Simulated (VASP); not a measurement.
# C (P6_3/mmc) in VASP: notebook

Runs on C. Level: RPBE. Tasks: single point, relaxation of cell and atoms.

Program: VASP 6.6.1. These are calculated values, not measurements. Logs are shortened: lines on timing, memory, paths and dates and some standing lists are left out, and cuts for length are marked.

### 1 The cell of the first run

The structure is hexagonal, space group P6_3/mmc (No. 194). The conventional cell has a = 2.524 Å, b = 2.524 Å, c = 4.199 Å, α = 90.00°, β = 90.00°, γ = 120.00°. Within 2.1 Å of C (site symmetry 3m) lie 4 C at 1.55 to 1.57 Å.

### 2 Single point, RPBE

File INCAR:

```
ALGO     = Normal         # electronic algorithm
EDIFF    = 1E-7           # SCF threshold, eV
ENCUT    = 520            # plane-wave cutoff, eV
GGA      = RP             # functional
ISIF     = 2              # what is computed and relaxed
ISMEAR   = -1             # smearing method
LASPH    = T              # aspherical terms in the spheres
LCHARG   = T              # write CHGCAR
LELF     = T              # ELF
LREAL    = F              # projectors in reciprocal space
LVHAR    = T            
LWAVE    = F              # write WAVECAR
NBANDS   = 16             # bands
NELM     = 100            # most SCF steps
PREC     = Accurate       # precision mode
SIGMA    = 0.05           # smearing width, eV
```

File KPOINTS:

```
k-points
0
Gamma
  13 13 7
```

File POSCAR:

```
C
1.0
    2.5237898967      0.0000000000      0.0000000000
   -1.2618949483      2.1856661644      0.0000000000
    0.0000000000      0.0000000000      4.1989960551
C
4
Direct
    0.3333333333      0.6666666667      0.0626895848
    0.6666666667      0.3333333333      0.5626895848
    0.3333333333      0.6666666667      0.4373104152
    0.6666666667      0.3333333333      0.9373104152
```

Potentials or basis: VASP PAW PBE potentials, release 64 (C).

Started as:

```console
$ cat potpaw_PBE.64/C/POTCAR > POTCAR
$ mpirun -np 1 vasp_std > vasp.out
```

OUTCAR:

```text
EDIFF = 1E-7
   ENCUT = 520
   GGA = RP
   ISIF = 2
   ISMEAR = -1
   LASPH = T
   LREAL = F
   NELM = 100
   PREC = Accurate

 ion  position               nearest neighbor table
   1  0.333  0.667  0.063-   4 1.55   4 1.55   4 1.55   3 1.57
   2  0.667  0.333  0.563-   3 1.55   3 1.55   3 1.55   4 1.57
   3  0.333  0.667  0.437-   2 1.55   2 1.55   2 1.55   1 1.57
   4  0.667  0.333  0.937-   1 1.55   1 1.55   1 1.55   2 1.57

  LATTYP: Found a hexagonal cell.
 ALAT       =     2.5237898967
 C/A-ratio  =     1.6637660926

  Lattice vectors:

 A1 = (   2.5237898967,   0.0000000000,   0.0000000000)
 A2 = (  -1.2618949483,   2.1856661644,   0.0000000000)
 A3 = (   0.0000000000,   0.0000000000,   4.1989960551)

Analysis of symmetry for initial positions (statically):
=====================================================================
 Subroutine PRICEL returns:
 Original cell was already a primitive cell.

 Routine SETGRP: Setting up the symmetry group for a
 hexagonal supercell.

 Subroutine GETGRP returns: Found 24 space group operations
 (whereof 12 operations were pure point group operations)
 out of a pool of 24 trial point group operations.

The static configuration has the point symmetry D_3d.
 The point group associated with its full space group is D_6h.

Analysis of symmetry for dynamics (positions and initial velocities):
=====================================================================
 Subroutine PRICEL returns:
 Original cell was already a primitive cell.

 Routine SETGRP: Setting up the symmetry group for a
 hexagonal supercell.

 Subroutine GETGRP returns: Found 24 space group operations
 (whereof 12 operations were pure point group operations)
 out of a pool of 24 trial point group operations.

The dynamic configuration has the point symmetry D_3d.
 The point group associated with its full space group is D_6h.

 Subroutine INISYM returns: Found 24 space group operations
 (whereof 12 operations are pure point group operations),
 and found     1 'primitive' translations

----------------------------------------------------------------------------------------

                                     Primitive cell

  volume of cell :      23.1623

  direct lattice vectors                    reciprocal lattice vectors
[... 84 lines left out ...]
   ICHARG =      2    charge: 1-file 2-atom 10-const
   ISPIN  =      1    spin polarized calculation?
   LNONCOLLINEAR =      F non collinear calculations
   LSORBIT =      F    spin-orbit coupling
   LASPH  =      T    aspherical Exc in radial PAW
   ENCUT  =  520.0 eV  38.22 Ry    6.18 a.u.   4.69  4.69  7.81*2*pi/ulx,y,z
   NELM   =    100;   NELMIN=  2; NELMDL= -5     # of ELM steps
   EDIFF  = 0.1E-06   stopping-criterion for ELM
   LREAL  =      F    real-space projection
   EDIFFG = 0.1E-05   stopping-criterion for IOM
   NSW    =      0    number of steps for IOM
   IBRION =     -1    ionic relax: 0-MD 1-quasi-New 2-CG
   NFREE  =      0    steps in history (QN), initial steepest desc. (CG)
   ISIF   =      2    stress and relaxation
   ISYM   =      2    0-nonsym 1-usesym 2-fastsym
   POTIM  = 0.5000    time-step for ionic-motion
   TEBEG  =    0.0;   TEEND  =   0.0 temperature during run
   PSTRESS=    0.0 pullay stress
   NELECT =      16.0000    total number of electrons
   NUPDOWN=      -1.0000    fix difference up-down
   EMIN   =  10.00;   EMAX   =-10.00  energy-range for DOS
   EFERMI =   0.00;   METHOD = LEGACY
   ISMEAR =    -1;   SIGMA  =   0.05  broadening in eV -4-tet -1-fermi 0-gaus
   EFERMI_NEDOS =   21; number of points for ismear=-14 and -15
   IALGO  =     38    algorithm
   IMIX   =      4    mixing-type and parameters
     AMIX     =   0.40;   BMIX     =  1.00
     AMIX_MAG =   1.60;   BMIX_MAG =  1.00
  volume/ion in A,a.u.               =       5.79        39.08
  Fermi-wavevector in a.u.,A,eV,Ry     =   1.447174  2.734762 28.494841  2.094312
  Thomas-Fermi vector in A             =   2.565159
   LORBIT       =      0    0 simple, 1 ext, 2 COOP (PROOUT), +10 PAW based schemes
   GGA     = RP    functional components
   LHFCALC =     F    Hartree Fock is set to
   AEXX    =    0.0000 exact exchange contribution
   IVDW    =     0    specifies the selected vdW correction
   LEPSILON=     F    determine dielectric tensor
   LRPA    =     F    only Hartree local field effects (RPA)
 non-spin polarized calculation
  energy-cutoff  :      520.00
  volume of cell :       23.16
 maximum number of plane-waves:       634
 NGX is ok and might be reduce to    20
   NGX =  9   NGY =  9   NGZ = 15

 number of electron      16.0000000 magnetization

 Free energy of the ion-electron system (eV)
  ---------------------------------------------------
  ext. energy  EPLUGINS =         0.00000000
  ---------------------------------------------------
  free energy    TOTEN  =       -34.37265332 eV

  energy without entropy =      -34.37265332  energy(sigma->0) =      -34.37265332

 E-fermi :  10.8175     XC(G=0): -13.0542

 val. band max:        9.8293888012   @ k =   0.0000   0.0000   0.0000
 cond. band min:      13.4024622258   @ k =   0.3077   0.3077   0.0000
 fundamental gap:      3.5730734247
 Fermi energy:        10.8174532089

 k-point     1 :       0.0000    0.0000    0.0000
  band No.  band energies     occupation
      1     -11.7473      2.00000
      2      -6.2995      2.00000
      3      -3.6371      2.00000
      4       6.7974      2.00000
      5       6.7974      2.00000
      6       9.3765      2.00000
[... 433 lines left out ...]
      3      -2.0688      2.00000
      4       4.4103      2.00000
      5       5.9033      2.00000
      6       7.2895      2.00000
[... 8 lines left out ...]
     15      24.0546      0.00000
     16      25.4571      0.00000

 [... further k-points ...]
[... 5 lines left out ...]
  --------------------------------------------------------------------------------------
  -------------------------------------------------------------------------------------
  Total        0.0663183      0.0663183      0.0621244      0.0000000     -0.0000000      0.0000000
  in kB        4.5873431      4.5873431      4.2972472      0.0000000     -0.0000000      0.0000000
  external PRESSURE =       4.4906445 kB  Pullay stress =       0.0000000 kB

 VOLUME and BASIS-vectors are now :
 -----------------------------------------------------------------------------
  energy-cutoff  :      520.00
  volume of cell :       23.16
      direct lattice vectors                 reciprocal lattice vectors
     2.523789897  0.000000000  0.000000000     0.396229496  0.228763206  0.000000000
    -1.261894948  2.185666164  0.000000000     0.000000000  0.457526413  0.000000000
     0.000000000  0.000000000  4.198996055     0.000000000  0.000000000  0.238152165

 POSITION                                       TOTAL-FORCE (eV/Angst)
 -----------------------------------------------------------------------------------
     -0.00000      1.45711      0.26323         0.000000     -0.000000      0.005626
      1.26189      0.72856      2.36273         0.000000      0.000000      0.005626
     -0.00000      1.45711      1.83626        -0.000000      0.000000     -0.005626
      1.26189      0.72856      3.93576        -0.000000     -0.000000     -0.005626
 -----------------------------------------------------------------------------------
    total drift:                               -0.000000      0.000000      0.000000

  FREE ENERGIE OF THE ION-ELECTRON SYSTEM (eV)
  ---------------------------------------------------
  free  energy   TOTEN  =       -34.3726533248 eV

  energy  without entropy=      -34.3726533248  energy(sigma->0) =      -34.37265332
```

OSZICAR:

```text
N       E                     dE             d eps       ncg     rms          rms(c)
DAV:   1     0.207138586763E+02    0.20714E+02   -0.82403E+03  2688   0.971E+02
DAV:   2    -0.337655027074E+02   -0.54479E+02   -0.50530E+02  3744   0.184E+02
DAV:   3    -0.354319916039E+02   -0.16665E+01   -0.16620E+01  3328   0.278E+01
DAV:   4    -0.354379566390E+02   -0.59650E-02   -0.59636E-02  3432   0.207E+00
DAV:   5    -0.354379874459E+02   -0.30807E-04   -0.30807E-04  3248   0.128E-01    0.784E+00
DAV:   6    -0.346324077790E+02    0.80558E+00   -0.48042E-01  3120   0.437E+00    0.475E+00
DAV:   7    -0.343676900001E+02    0.26472E+00   -0.57559E-01  3448   0.502E+00    0.970E-01
DAV:   8    -0.343723626485E+02   -0.46726E-02   -0.14257E-02  3088   0.780E-01    0.872E-02
DAV:   9    -0.343725884626E+02   -0.22581E-03   -0.47229E-04  3544   0.157E-01    0.383E-02
DAV:  10    -0.343726519705E+02   -0.63508E-04   -0.77511E-05  3048   0.712E-02    0.979E-03
DAV:  11    -0.343726531898E+02   -0.12192E-05   -0.23940E-06  3696   0.124E-02    0.137E-03
DAV:  12    -0.343726533363E+02   -0.14653E-06   -0.28340E-07  3112   0.450E-03    0.191E-04
DAV:  13    -0.343726533248E+02    0.11447E-07   -0.30096E-09  2112   0.457E-04
   1 F= -.34372653E+02 E0= -.34372653E+02  d E =-.955116E-11
```

Wall time 22 s (1 thread of AMD EPYC 7R13 (Zen 3), shared host); peak memory 0.11 GiB.

Results:

| Item | Value |
| --- | --- |
| Free energy | -34.3727 eV |
| Pressure | 0.4 GPa |
| Largest force | 0.006 eV/Å |
| Band gap on the k mesh | 3.57 eV, indirect (least direct gap 4.94 eV) |

Forces in eV/Å, atoms in the order of the input:
```
C    0.000  0.000  0.006
C    0.000  0.000  0.006
C    0.000  0.000 -0.006
C    0.000  0.000 -0.006
```

Caveat: the PAW data sets were made with another functional, which shifts forces and pressure a little. A k mesh can miss the band edges.

(Continued in part 2 of 3.)
